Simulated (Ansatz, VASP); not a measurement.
## Hf2N in VASP and in Ansatz

Contents of INCAR:

```
SYSTEM = Hf2N
PREC = Accurate ; ENCUT = 600
EDIFF = 1E-6 ; ISMEAR = 0
SIGMA = 0.1 ; LREAL = .False.
LASPH = .True. ; NELM = 60
ALGO = Normal ; ISIF = 3
LWAVE = .False. ; LCHARG = .False.
GGA = PS ; IBRION = 2
NSW = 80 ; EDIFFG = -0.01
```

Contents of KPOINTS:

```
Automatic mesh
0
Gamma
  1 1 1
  0 0 0
```

File POSCAR:

```
Hf2N
1.0
    5.3131240200      0.0000000000      0.0000000000
    0.0000000000      5.3131240200      0.0000000000
    0.0000000000      0.0000000000      3.2420983900
Hf N
4 2
Direct
    0.2955363700      0.2955363700      0.0000000000
    0.7044636300      0.7044636300      0.0000000000
    0.7955363700      0.2044636300      0.5000000000
    0.2044636300      0.7955363700      0.5000000000
    0.0000000000      0.0000000000      0.0000000000
    0.5000000000      0.5000000000      0.5000000000
```

Input for Ansatz:

```yaml
crystal:
  lattice:
    - [5.31312402, 0.0, 0.0]
    - [0.0, 5.31312402, 0.0]
    - [0.0, 0.0, 3.24209839]
  atoms:
    - { symbol: Hf, position: [0.29553637, 0.29553637, 0.0] }
    - { symbol: Hf, position: [0.70446363, 0.70446363, 0.0] }
    - { symbol: Hf, position: [0.79553637, 0.20446363, 0.5] }
    - { symbol: Hf, position: [0.20446363, 0.79553637, 0.5] }
    - { symbol: "N", position: [0.0, 0.0, 0.0] }
    - { symbol: "N", position: [0.5, 0.5, 0.5] }
basis:
  ecutwfc: 420
kpoints:
  mp_grid: { grid: [1, 1, 1] }
hamiltonian:
  xc: pbesol
scf:
  occupations: { method: gaussian, width: 0.1 }
output:
  forces: true
  stress: true
  eigenvalues: true
relax:
  adjacent_minimum: "off"
  f_tol: 0.01
  max_steps: 60
  cell: { stress_tol: 0.05 }
```

Alike in both runs: task relaxation of cell and atoms; functional PBEsol; k mesh 1 × 1 × 1; occupations gaussian, width 0.1 eV; no spin polarisation.

|  | VASP | Ansatz |
| --- | --- | --- |
| version | VASP 6.6.1 | Ansatz 0.2.0 |
| potentials or method | VASP PAW PBE potentials, release 64 (Hf_pv, N), cutoff 600 eV | scalar-relativistic, plane waves, PAW |
| valence electrons in the cell | 50 | 114 |

```tsv
	VASP	Ansatz	Ansatz less VASP
relaxed volume (Å³/atom)	15.17	15.23	+0.059
relaxed cell length with the largest relative difference (Å)	4.944	4.951	+0.0066
```

VASP's potentials were made for PBE, not for PBEsol. VASP's potentials hold 50 valence electrons a cell and Ansatz's 114, so a difference there can come from the potentials and not from the codes.

The k mesh is coarse, so the values compare programs but aren't converged. Neither program's run includes spin-orbit coupling.
